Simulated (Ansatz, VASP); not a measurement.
# Bi: VASP beside Ansatz

The input INCAR:

```
PREC = Accurate ; ENCUT = 520
EDIFF = 1E-7 ; ISMEAR = 0
SIGMA = 0.05 ; LREAL = F
LASPH = T ; NELM = 100
ALGO = Fast ; ISIF = 2
LWAVE = F ; LCHARG = T
GGA = PE ; LELF = T
LVHAR = T ; NBANDS = 14
```

File KPOINTS:

```
Automatic mesh
0
Gamma
  6 6 6
```

POSCAR

```
Bi
1.0
   -2.0681922341      2.0681922341      2.0681922341
    2.0681922341     -2.0681922341      2.0681922341
    2.0681922341      2.0681922341     -2.0681922341
Bi
1
Direct
    0.0000000000      0.0000000000      0.0000000000
```

Input for Ansatz:

```yaml
crystal:
  lattice:
    - [-2.0681922341, 2.0681922341, 2.0681922341]
    - [2.0681922341, -2.0681922341, 2.0681922341]
    - [2.0681922341, 2.0681922341, -2.0681922341]
  atoms:
    - { symbol: Bi, position: [0.0, 0.0, 0.0] }
basis:
  ecutwfc: 600
  ecutrho_ratio: 5
kpoints:
  mp_grid: { grid: [6, 6, 6] }
hamiltonian:
  xc: pbe
scf:
  occupations: { method: gaussian, width: 0.05 }
output:
  forces: true
  stress: true
  eigenvalues: true
```

Alike in both runs: task single point; functional PBE; k mesh 6 × 6 × 6; occupations gaussian, width 0.05 eV; no spin polarisation.

|  | VASP | Ansatz |
| --- | --- | --- |
| version | VASP 6.6.1 | Ansatz 0.2.0 |
| potentials or method | VASP PAW PBE potentials, release 64 (Bi_d), cutoff 520 eV | scalar-relativistic, plane waves, PAW |
| valence electrons in the cell | 15 | 15 |

|  | VASP | Ansatz | Ansatz less VASP |
| --- | --- | --- | --- |
| gap on the k mesh at the Fermi level (eV) | none | none | - |
| pressure (GPa) | -4.6 | -4.5 | +0.07 |

A gap of «none» marks a metal or a gap that the smearing closes.

Neither program's run includes spin-orbit coupling.
